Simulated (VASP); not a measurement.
# BeS (F-43m) in VASP: further runs, part 2 of 2

VASP 6.6.1. Earlier steps stand in the parts before.

**3. Relaxation of cell and atoms, LDA, target pressure 10 GPa, at which the enthalpy is minimised**

INCAR

```
PREC = Accurate ; ENCUT = 600
EDIFF = 1E-7 ; ISMEAR = 0
SIGMA = 0.01 ; LREAL = F
LASPH = T ; NELM = 60
ALGO = Normal ; ISIF = 3
LWAVE = F ; LCHARG = F
IBRION = 2 ; NSW = 100
EDIFFG = -0.002 ; PSTRESS = 100.0
```

KPOINTS

```
Automatic mesh
0
Gamma
  8 8 8
```

POSCAR

```
BeS
1.0
    2.3981680588      2.3981680588      0.0000000000
   -2.3981680588      2.3981680588      0.0000000000
    0.0000000000      2.3981680588      2.3981680588
Be S
1 1
Direct
    0.0000000000      0.0000000000      0.0000000000
    0.7500000000      0.2500000000      0.5000000000
```

Potentials or basis: VASP PAW LDA potentials, release 64 (Be, S).

On the command line:

```
$ cat potpaw_LDA.64/Be/POTCAR potpaw_LDA.64/S/POTCAR > POTCAR
$ mpirun -np 1 vasp_std > vasp.out
```

OUTCAR:

```text
PREC = Accurate
   ENCUT = 600
   EDIFF = 1E-7
   ISMEAR = 0
   LREAL = F
   LASPH = T
   NELM = 60
   ISIF = 3
   IBRION = 2
   NSW = 100
   EDIFFG = -0.002
   PSTRESS = 100.0

 ion  position               nearest neighbor table
   1  0.000  0.000  0.000-   2 2.08   2 2.08   2 2.08   2 2.08
   2  0.750  0.250  0.500-   1 2.08   1 2.08   1 2.08   1 2.08

  LATTYP: Found a face centered cubic cell.
 ALAT       =     4.7963361176

  Lattice vectors:

 A1 = (   0.0000000000,   2.3981680588,   2.3981680588)
 A2 = (   2.3981680588,   0.0000000000,   2.3981680588)
 A3 = (   2.3981680588,   2.3981680588,   0.0000000000)

Analysis of symmetry for initial positions (statically):
=====================================================================
 Subroutine PRICEL returns:
 Original cell was already a primitive cell.

 Routine SETGRP: Setting up the symmetry group for a
 face centered cubic supercell.

 Subroutine GETGRP returns: Found 24 space group operations
 (whereof 24 operations were pure point group operations)
 out of a pool of 48 trial point group operations.

The static configuration has the point symmetry T_d .

Analysis of symmetry for dynamics (positions and initial velocities):
=====================================================================
 Subroutine PRICEL returns:
 Original cell was already a primitive cell.

 Routine SETGRP: Setting up the symmetry group for a
 face centered cubic supercell.

 Subroutine GETGRP returns: Found 24 space group operations
 (whereof 24 operations were pure point group operations)
 out of a pool of 48 trial point group operations.

The dynamic configuration has the point symmetry T_d .

 Subroutine INISYM returns: Found 24 space group operations
 (whereof 24 operations are pure point group operations),
[... 119 lines left out ...]
  Thomas-Fermi vector in A             =   2.219703
   LORBIT       =      0    0 simple, 1 ext, 2 COOP (PROOUT), +10 PAW based schemes
   GGA     = CA    functional components
   LHFCALC =     F    Hartree Fock is set to
   AEXX    =    0.0000 exact exchange contribution
   IVDW    =     0    specifies the selected vdW correction
   LEPSILON=     F    determine dielectric tensor
   LRPA    =     F    only Hartree local field effects (RPA)
 conjugate gradient relaxation of ions
 non-spin polarized calculation
 Gauss-broadening in eV      SIGMA  =   0.01
  energy-cutoff  :      600.00
  volume of cell :       27.58
 maximum number of plane-waves:       941
   NGX = 13   NGY = 13   NGZ = 13

--------------------------------------- Ionic step        1  -------------------------------------------

 number of electron       8.0000001 magnetization

 Free energy of the ion-electron system (eV)
  ---------------------------------------------------
  ext. energy  EPLUGINS =         0.00000000
  ---------------------------------------------------
  free energy    TOTEN  =       -11.14260799 eV

  energy without entropy =      -11.14260799  energy(sigma->0) =      -11.14260799

------------------------ aborting loop because EDIFF is reached ----------------------------------------

  FORCE on cell =-STRESS in cart. coord.  units (eV):
  Direction    XX          YY          ZZ          XY          YZ          ZX
  --------------------------------------------------------------------------------------
  -------------------------------------------------------------------------------------
  Total        0.0110339      0.0110339      0.0110339      0.0000000      0.0000000      0.0000000
  in kB        0.6408691      0.6408691      0.6408691      0.0000000      0.0000000      0.0000000
  external PRESSURE =     -99.3591309 kB  Pullay stress =     100.0000000 kB
[... 63 lines left out ...]
--------------------------------------- Ionic step        3  -------------------------------------------

 number of electron       7.9999999 magnetization

 Free energy of the ion-electron system (eV)
  ---------------------------------------------------
  ext. energy  EPLUGINS =         0.00000000
  ---------------------------------------------------
  free energy    TOTEN  =       -11.07798754 eV

  energy without entropy =      -11.07798754  energy(sigma->0) =      -11.07798754

 E-fermi :   5.3852     XC(G=0): -10.4599

 val. band max:        5.3107058737   @ k =   0.0000   0.0000   0.0000
 cond. band min:       7.9371666583   @ k =   0.5000   0.5000   0.0000
 fundamental gap:      2.6264607846
 Fermi energy:         5.3851593062

 k-point     1 :       0.0000    0.0000    0.0000
  band No.  band energies     occupation
      1      -9.1818      2.00000
      2       5.3107      2.00000
      3       5.3107      2.00000
      4       5.3107      2.00000
      5      10.7783      0.00000
      6      10.7783      0.00000
      7      10.7783      0.00000
      8      12.0139      0.00000
[... 243 lines left out ...]
 k-point    24 :       0.5000    0.2500    0.1250
  band No.  band energies     occupation
      1      -6.8702      2.00000
      2      -0.7290      2.00000
      3       2.1264      2.00000
      4       3.1151      2.00000
      5      11.1665      0.00000
      6      12.0483      0.00000
      7      14.8769      0.00000
      8      16.2214      0.00000

 [... further k-points ...]
[... 5 lines left out ...]
  --------------------------------------------------------------------------------------
  -------------------------------------------------------------------------------------
  Total        1.5824896      1.5824896      1.5824896      0.0000000     -0.0000000      0.0000000
  in kB       99.8723762     99.8723762     99.8723762      0.0000000     -0.0000000      0.0000000
  external PRESSURE =      -0.1276238 kB  Pullay stress =     100.0000000 kB
[... 21 lines left out ...]
  energy  without entropy=      -11.0779875423  energy(sigma->0) =      -11.07798754

  enthalpy is  TOTEN    =        -9.4934757165 eV   P V=        1.5845118258

 reached required accuracy - stopping structural energy minimisation
```

OSZICAR:

```text
N       E                     dE             d eps       ncg     rms          rms(c)
DAV:   1     0.216487363713E+02    0.21649E+02   -0.44585E+03   464   0.980E+02
DAV:   2    -0.107303562214E+02   -0.32379E+02   -0.30887E+02   672   0.122E+02
DAV:   3    -0.114031003718E+02   -0.67274E+00   -0.67274E+00   576   0.245E+01
[... 24 lines left out ...]
DAV:   4    -0.110781796536E+02    0.19110E-03   -0.27031E-04   512   0.145E-01    0.257E-01
DAV:   5    -0.110779899648E+02    0.18969E-03   -0.27478E-04   504   0.105E-01    0.493E-02
DAV:   6    -0.110779877387E+02    0.22260E-05   -0.83949E-06   576   0.248E-02    0.396E-02
DAV:   7    -0.110779875512E+02    0.18758E-06   -0.51420E-07   608   0.518E-03    0.398E-03
DAV:   8    -0.110779875423E+02    0.88612E-08   -0.12173E-08   280   0.924E-04
   3 F= -.94934757E+01 E0= -.94934757E+01  d E =-.725708E-01
```

It took 14 s on 1 thread of AMD EPYC 7R43 (Zen 3), shared host; peak memory 0.11 GiB.

Results:

```yaml
Free_energy: -11.0780 eV
Relaxed_volume: 12.69 Å³/atom
Relaxed_cell: a = 3.299 Å, b = 3.299 Å, c = 3.299 Å, α = 60.00°, β = 60.00°, γ = 90.00°
Space_group_after_relaxing_to_0.05_Å: F-43m (No. 216)
Energy_change_on_relaxing_the_enthalpy_is_what_falls: +32.3 meV/atom
Ionic_steps: 3
Pressure_after_relaxing: 10.0 GPa
Band_gap_on_the_k_mesh: 2.63 eV, indirect (least direct gap 5.47 eV)
```

Step by step:
```tsv
step	energy change (eV)	largest force (eV/Å)	pressure (GPa)	volume (Å³)
1	0.0000	0.0000	0.06	27.58
2	0.1528	0.0000	16.45	24.31
3	0.0646	0.0000	9.99	25.39
```

Final structure:
```
Be S
1.0
     2.33270    2.33270    0.00000
    -2.33270    2.33270    0.00000
     0.00000    2.33270    2.33270
Be S
1 1
Direct
  0.00000 0.00000 0.00000
  0.75000 0.25000 0.50000
```

Levels at points of the mesh, in eV from the valence-band top:
```
           k point  band 1  band 2  band 3  band 4  band 5  band 6  band 7  band 8
(0.00, 0.00, 0.00)  -14.49    0.00    0.00    0.00    5.47    5.47    5.47    6.70
(0.50, 0.00, 0.00)  -12.52   -6.64   -1.22   -1.22    5.79    6.39    6.39   11.44
(0.50, 0.50, 0.00)  -11.86   -5.67   -3.10   -3.10    2.63    4.68   13.56   13.56
```

Caveat: the cell is relaxed towards a set pressure, so the enthalpy falls and the energy may rise.

**4. Relaxation of cell and atoms, LDA, target pressure 15 GPa, at which the enthalpy is minimised**

INCAR

```
SYSTEM = BeS
PREC = Accurate
ENCUT = 600
EDIFF = 1E-6
ISMEAR = 0
SIGMA = 0.01
LREAL = .False.
LASPH = .True.
NELM = 60
ALGO = Normal
ISIF = 3
LWAVE = .False.
LCHARG = .False.
IBRION = 2
NSW = 100
EDIFFG = -0.002
PSTRESS = 150.0
```

KPOINTS

```
Automatic mesh
0
Gamma
  8 8 8
  0 0 0
```

POSCAR is that of step 3.

On the command line:

```
$ cat potpaw_LDA.64/Be/POTCAR potpaw_LDA.64/S/POTCAR > POTCAR
$ mpirun -np 1 vasp_std > vasp.out
```

Run time: 19 s. Hardware: 1 thread of AMD EPYC 7R43 (Zen 3), shared host; peak memory 0.1 GiB.

Results (log left out):

```yaml
Free_energy: -11.0118 eV
Relaxed_volume: 12.27 Å³/atom
Relaxed_cell: a = 3.262 Å, b = 3.262 Å, c = 3.262 Å, α = 60.00°, β = 60.00°, γ = 90.00°
Space_group_after_relaxing_to_0.05_Å: F-43m (No. 216)
Energy_change_on_relaxing_the_enthalpy_is_what_falls: +65.4 meV/atom
Ionic_steps: 6
Pressure_after_relaxing: 15.0 GPa
Band_gap_on_the_k_mesh: 2.53 eV, indirect (least direct gap 5.43 eV)
```

Step by step:
```tsv
step	energy change (eV)	largest force (eV/Å)	pressure (GPa)	volume (Å³)
1	0.0000	0.0000	0.06	27.58
2	0.3655	0.0000	28.19	22.76
3	0.1294	0.0000	14.89	24.55
4	0.1349	0.0000	15.26	24.49
5	0.1288	0.0000	14.87	24.55
6	0.1308	0.0000	14.99	24.53
```

Final structure:
```cif
data_structure
_symmetry_space_group_name_H-M 'P 1'
_symmetry_Int_Tables_number 1
_cell_length_a 3.2616
_cell_length_b 3.2616
_cell_length_c 3.2616
_cell_angle_alpha 60.000
_cell_angle_beta 60.000
_cell_angle_gamma 90.000
_cell_volume 24.53
loop_
_atom_site_label
_atom_site_type_symbol
_atom_site_fract_x
_atom_site_fract_y
_atom_site_fract_z
_atom_site_occupancy
Be1 Be 0.00000 0.00000 0.00000 1
S1 S 0.75000 0.25000 0.50000 1
```

Levels at points of the mesh, in eV from the valence-band top:
```
           k point  band 1  band 2  band 3  band 4  band 5  band 6  band 7  band 8
(0.00, 0.00, 0.00)  -14.76    0.00    0.00    0.00    5.43    5.43    5.43    7.02
(0.50, 0.00, 0.00)  -12.68   -6.89   -1.27   -1.27    5.91    6.36    6.36   11.58
(0.50, 0.50, 0.00)  -11.98   -5.86   -3.24   -3.24    2.53    4.63   13.84   13.84
```

Caveat: the cell is relaxed towards a set pressure, so the enthalpy falls and the energy may rise. LDA gaps usually lie below the measured ones, often by a third to a half.

**5. The runs side by side**

```tsv
cell	gap on the mesh (eV)	pressure (GPa)
relaxed to 7 GPa	2.68	7.0
relaxed to 10 GPa	2.63	10.0
relaxed to 15 GPa	2.53	15.0
```

Alike in all rows: task relaxation of cell and atoms; level LDA; potentials or basis VASP PAW LDA potentials, release 64 (Be, S); no spin polarisation; k mesh 8 × 8 × 8; cutoff (eV) 600; smearing gaussian 0.01 eV.

Caveats: the cell is relaxed towards a set pressure, so the enthalpy falls and the energy may rise.

Total energies depend on the potentials used, so only differences within one code and one set of settings carry meaning.
